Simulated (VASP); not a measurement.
# BaTiO3: single point with PBE+U

The system is BaTiO3.

```
Ba Ti O
1.0
     2.86064    1.65159    2.34555
    -2.86064    1.65159    2.34555
     0.00000   -3.30318    2.34555
Ba Ti O
1 1 3
Direct
  0.99705 0.99705 0.99705
  0.48686 0.48686 0.48686
  0.50914 0.01700 0.50914
  0.01700 0.50914 0.50914
  0.50914 0.50914 0.01700
```

* Program: VASP 6.6.1
* Task: single point
* Functional: PBE
* Potentials or basis: VASP PAW PBE potentials, release 64 (Ba_sv, Ti_sv, O)
* Cutoff: 520 eV
* k mesh: 7 × 7 × 7
* Occupations: fermi-dirac, width 0.05 eV
* Spin: no spin polarisation
* Hubbard terms: Ti d U = 4.0 eV
* Dipole correction: no
* Further INCAR settings: ALGO = Normal; EDIFF = 1e-07; NBANDS = 28

The pressure is 3.5 GPa, the largest force is 0.603 eV/Å and the band gap on the k mesh is 2.67 eV (least direct gap 3.02 eV).

Forces in eV/Å, atoms in the order of the input:
```
Ba   0.000  0.000  0.034
Ti   0.000  0.000  0.603
O    0.260 -0.150 -0.212
O   -0.260 -0.150 -0.212
O    0.000  0.300 -0.212
```

Stress tensor (GPa, compression positive):
```
3.59 0.00 0.00
0.00 3.59 0.00
0.00 0.00 3.19
```

Levels at points of the mesh, in eV from the valence-band top:
```csv
k point,band 17,band 18,band 19,band 20,band 21,band 22,band 23,band 24
"(0.00, 0.00, 0.00)",-0.97,-0.42,-0.35,-0.35,2.67,2.67,2.76,4.22
```

Eigenvalues of the final occupation matrices:
| site | spin | trace | eigenvalues |
| --- | --- | --- | --- |
| site 2 d | 1 | 0.81 | 0.11 0.11 0.11 0.24 0.24 |
| site 2 d | 2 | 0.81 | 0.11 0.11 0.11 0.24 0.24 |

Wall time 51 s on 1 thread of AMD EPYC 9R45 96-Core Processor (Zen 5) (shared host), peak memory 0.19 GiB.

Caveat: the cell stands under pressure; spin-orbit coupling is left out, which moves the levels of the heavy elements. A k mesh can miss the band edges.
